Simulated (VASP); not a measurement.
Crystal: C.

```
CELL_PARAMETERS angstrom
2.50320 0.00000 0.00000
-1.25160 2.16783 0.00000
0.00000 0.00000 4.16887
ATOMIC_POSITIONS crystal
C 0.33333 0.66667 0.00023
C 0.66667 0.33333 0.50023
C 0.33333 0.66667 0.37477
C 0.66667 0.33333 0.87477
```

Program: VASP 6.6.1. Alike in all runs: task single point; no spin polarisation; cell as given; k mesh 6 × 6 × 4; cutoff (eV) 520; smearing gaussian 0.01 eV.

Question: Order these runs on this cell by their pressure, lowest first.
A. level r2SCAN; potentials or basis VASP PAW PBE potentials, release 64 (C)
B. level PBE; potentials or basis VASP PAW PBE potentials, release 64 (C)
C. level LDA; potentials or basis VASP PAW LDA potentials, release 64 (C)

Answer: C (-9.1 GPa), A (1.2 GPa), B (4.9 GPa).

Caveats: all runs use coarse meshes; the PAW data sets were made with another functional, which shifts forces and pressure a little (some runs).
